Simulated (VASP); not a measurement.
Write the native input for VASP 6.6.1 that does the following.

| Quantity | Value |
| --- | --- |
| Task | single point |
| Functional | LDA |
| Potentials or basis | VASP PAW LDA potentials, release 64 (Ir_sv_GW) |
| Cutoff | 560 eV |
| k mesh | 22 × 22 × 22 |
| Occupations | gaussian, width 0.15 eV |
| Spin | no spin polarisation |
| Dipole correction | no |
| Further INCAR settings | ALGO = Normal; EDIFF = 1e-06; NBANDS = 14 |

The structure of Ir lies in POSCAR:

```
Ir
1.0
    0.0000000000      2.2036365489      1.3865281165
    2.2036365489      0.0000000000      1.3865281165
    2.2036365489      2.2036365489      0.0000000000
Ir
1
Direct
    0.0000000000      0.0000000000      0.0000000000
```

These files were run (other wordings do the same):

INCAR

```
PREC = Accurate
ENCUT = 560
EDIFF = 1E-6
ISMEAR = 0
SIGMA = 0.15
LREAL = F
LASPH = T
NELM = 120
ALGO = Normal
ISIF = 2
LWAVE = F
LCHARG = F
GGA = CA
NBANDS = 14
GGA_COMPAT = F
```

KPOINTS

```
regular mesh
0
Gamma
  22 22 22
```

Potentials or basis: VASP PAW LDA potentials, release 64 (Ir_sv_GW).

Launch:

```sh
$ cat potpaw_LDA.64/Ir_sv_GW/POTCAR > POTCAR
$ mpirun -np 1 vasp_std > vasp.out
```

Results of the run:

* Pressure: 22.9 GPa
* Band gap on the k mesh: zero (an odd number of electrons rules out a gap without spin polarisation)

Caveat: the stress differs along the axes, from -3 to 36 GPa; spin-orbit coupling is left out, which moves the levels of the heavy elements.

It took 57 s on 1 thread of Intel(R) Xeon(R) 6975P-C (Granite Rapids) (shared host), peak memory 0.28 GiB.
